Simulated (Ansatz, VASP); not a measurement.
One calculation of Re, two programs

```
Re
1.0
     0.00000    1.92915    1.92915
     1.92915    0.00000    1.92915
     1.92915    1.92915    0.00000
Re
1
Direct
  0.00000 0.00000 0.00000
```

Alike in both runs: functional LDA; k mesh 8 × 8 × 8; occupations gaussian, width 0.1 eV; no spin polarisation.

Ansatz relaxed the structure, and its values are those at the end. VASP's run is a single point on that final structure, the one shown.

|  | VASP | Ansatz |
| --- | --- | --- |
| version | VASP 6.6.1 | Ansatz 0.2.0 |
| potentials or method | VASP PAW LDA potentials, release 64 (Re), cutoff 600 eV | scalar-relativistic, plane waves, PAW |
| valence electrons in the cell | 7 | 15 |

|  | VASP | Ansatz | Ansatz less VASP |
| --- | --- | --- | --- |
| gap on the k mesh at the Fermi level (eV) | none | none | - |
| pressure (GPa) | 1.7 | 0.0 | -1.68 |

Ansatz warns that its potentials were made for another functional, while VASP's fit it. LDA's correlation is that of Perdew and Zunger in VASP and of Perdew and Wang (1992) in Ansatz. A gap of «none» marks a metal or a gap that the smearing closes. VASP's potentials hold 7 valence electrons a cell and Ansatz's 15, so a difference there can come from the potentials and not from the codes.

Neither program's run includes spin-orbit coupling.
